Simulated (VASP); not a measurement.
ZnAu: single point with PBE+D4

ZnAu:

```xyz
2
Lattice="3.1470 0.0000 0.0000 0.0000 3.1470 0.0000 0.0000 0.0000 3.1470" Properties=species:S:1:pos:R:3 pbc="T T T"
Zn    1.5735    1.5735    1.5735
Au    0.0000    0.0000    0.0000
```

| Quantity | Value |
| --- | --- |
| Program | VASP 6.6.1 |
| Task | single point |
| Functional | PBE |
| Dispersion | D4 |
| Potentials or basis | VASP PAW PBE potentials, release 64 (Zn, Au) |
| Cutoff | 500 eV |
| k mesh | 6 × 6 × 6 |
| Occupations | fermi-dirac, width 0.05 eV |
| Spin | no spin polarisation |
| Dipole correction | no |
| Further INCAR settings | ALGO = Normal; EDIFF = 1e-06; NBANDS = 18 |

* Pressure: 0.0 GPa
* Dispersion energy per atom: -0.522 eV

Levels at points of the mesh, in eV from the Fermi level:
```csv
k point,band 7,band 8,band 9,band 10,band 11,band 12,band 13,band 14,band 15,band 16
"(0.00, 0.00, 0.00)",-5.55,-5.55,-3.87,-3.87,-3.87,4.89,4.89,4.89,8.74,12.02
"(0.50, 0.00, 0.00)",-5.92,-5.56,-5.05,-5.05,-4.03,-2.51,10.32,11.03,11.03,11.10
"(0.50, 0.50, 0.00)",-5.18,-4.21,-4.21,-3.29,-2.09,-2.09,0.72,2.38,10.30,12.58
"(0.50, 0.50, 0.50)",-6.56,-6.56,-3.24,-3.24,1.30,3.47,3.65,3.65,3.65,5.78
```

Run time: 9.8 s on 1 thread of Intel Xeon 8259CL (shared host), peak memory 0.14 GiB.

Caveat: spin-orbit coupling is left out, which moves the levels of the heavy elements; pairwise dispersion overbinds metals, which lowers pressure and volume.
